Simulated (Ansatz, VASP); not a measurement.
## Si2W: VASP beside Ansatz

```
Si W
1.0
    -1.60690    1.60690    3.91495
     1.60690   -1.60690    3.91495
     1.60690    1.60690   -3.91495
Si W
2 1
Direct
  0.33439 0.33439 0.00000
  0.66561 0.66561 0.00000
  0.00000 0.00000 0.00000
```

Alike in both runs: functional PBE; k mesh 20 × 20 × 20; occupations fermi-dirac, width 0.05 eV; no spin polarisation.

Ansatz relaxed the structure, and its values are those at the end. VASP's run is a single point on that final structure, the one shown.

|  | VASP | Ansatz |
| --- | --- | --- |
| version | VASP 6.6.1 | Ansatz 0.2.0 |
| potentials or method | VASP PAW PBE potentials, release 64 (Si, W_sv) | plane-wave PAW, scalar-relativistic |
| plane-wave cutoff (eV) | 520 | 420 |
| valence electrons in the cell | 22 | 22 |

|  | VASP | Ansatz | Ansatz less VASP |
| --- | --- | --- | --- |
| pressure (GPa) | 3.3 | 3.2 | -0.07 |
| rms of the force components (eV/Å) | 0.005 | 0.004 | -0.0014 |

Ansatz's warnings: stress scf threshold loose.

Neither program's run includes spin-orbit coupling.
